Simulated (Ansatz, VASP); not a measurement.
Se: VASP beside Ansatz

```
Se
1.0
     2.31340    0.00000    0.00000
     0.00000    3.98544    0.00000
    -0.07098    0.00000    2.73208
Se
1
Direct
  0.00000 0.50000 0.50000
```

Alike in both runs: task single point; functional PBE; k mesh 8 × 4 × 6; occupations gaussian, width 0.1 eV; no spin polarisation.

|  | VASP | Ansatz |
| --- | --- | --- |
| version | VASP 6.6.1 | Ansatz 0.2.0 |
| potentials or method | VASP PAW PBE potentials, release 64 (Se), cutoff 520 eV | scalar-relativistic, plane waves, PAW |
| valence electrons in the cell | 6 | 16 |

|  | VASP | Ansatz | Ansatz less VASP |
| --- | --- | --- | --- |
| gap on the k mesh at the Fermi level (eV) | none | none | - |
| pressure (GPa) | 12.5 | 12.3 | -0.16 |
| traceless stress, the component that is largest in VASP (GPa) | 23.29 | 23.08 | -0.213 |

A gap of «none» marks a metal or a gap that the smearing closes. VASP's potentials hold 6 valence electrons a cell and Ansatz's 16, so a difference there can come from the potentials and not from the codes.

The k mesh is coarse, so the values compare programs but aren't converged.
